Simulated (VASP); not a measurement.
A run of VASP 6.6.1:

Contents of INCAR:

```
SYSTEM = Zn
PREC = Accurate
ENCUT = 600
EDIFF = 1E-6
ISMEAR = -1
SIGMA = 0.15
LREAL = .False.
LASPH = .True.
NELM = 80
ALGO = Normal
ISIF = 3
LWAVE = .False.
LCHARG = .False.
GGA = PS
IBRION = 2
NSW = 80
EDIFFG = -0.01
```

KPOINTS

```
Automatic mesh
0
Gamma
  12 12 12
  0 0 0
```

File POSCAR:

```
Zn
1.0
   -1.5690370000      1.5690370000      1.5690370000
    1.5690370000     -1.5690370000      1.5690370000
    1.5690370000      1.5690370000     -1.5690370000
Zn
1
Direct
    0.0000000000      0.0000000000      0.0000000000
```

Potentials or basis: VASP PAW PBE potentials, release 64 (Zn).

Command:

```console
$ cat potpaw_PBE.64/Zn/POTCAR > POTCAR
$ mpirun -np 1 vasp_std > vasp.out
```

Hardware: 1 thread of Intel(R) Xeon(R) Platinum 8559C (Emerald Rapids), on a shared host.

**Question.** How long does it take, and how much memory?

**Answer.** Wall time 14 s on 1 thread of Intel(R) Xeon(R) Platinum 8559C (Emerald Rapids) (shared host), peak memory 0.15 GiB. Counts: scf iterations 28, k points 72, ion steps 4.
